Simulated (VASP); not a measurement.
## Ga: single point with PBEsol

The system is Ga.

```
Ga
1.0
     1.30247   -3.99884    0.00000
     1.46353    4.05416    0.00000
    -0.11745   -0.00235    3.32993
Ga
2
Direct
  0.13100 0.86900 0.75000
  0.86900 0.13100 0.25000
```

* Program: VASP 6.6.1
* Task: single point
* Functional: PBEsol
* Potentials or basis: VASP PAW PBE potentials, release 64 (Ga_d)
* Cutoff: 520 eV
* k mesh: 9 × 8 × 7
* Occupations: fermi-dirac, width 0.05 eV
* Spin: no spin polarisation

```yaml
Pressure: -1.5 GPa
Largest_force: 0.211 eV/Å
Band_gap_on_the_k_mesh: zero (bands 13 and 14 overlap by 7.42 eV)
```

Forces on the atoms (eV/Å):
```
Ga  -0.009 -0.211 -0.008
Ga   0.009  0.211  0.008
```

Stress tensor (GPa, compression positive):
```
-0.31 -0.84 -0.64
-0.84 -2.14 -0.21
-0.64 -0.21 -2.08
```

Levels at points of the mesh, in eV from the Fermi level:
| k point | band 10 | band 11 | band 12 | band 13 | band 14 | band 15 | band 16 | band 17 |
| --- | --- | --- | --- | --- | --- | --- | --- | --- |
| (0.00, 0.00, 0.00) | -14.59 | -11.26 | -2.11 | -1.63 | 1.60 | 5.40 | 9.61 | 10.15 |
| (0.00, 0.50, 0.00) | -14.60 | -6.25 | -5.08 | -1.04 | 0.41 | 5.53 | 6.18 | 8.39 |

Wall time 110 s on 1 thread of AMD EPYC 9R45 96-Core Processor (Zen 5), with other jobs on the host, peak memory 0.25 GiB.

Caveat: the PAW data sets were made with another functional, which shifts forces and pressure a little.
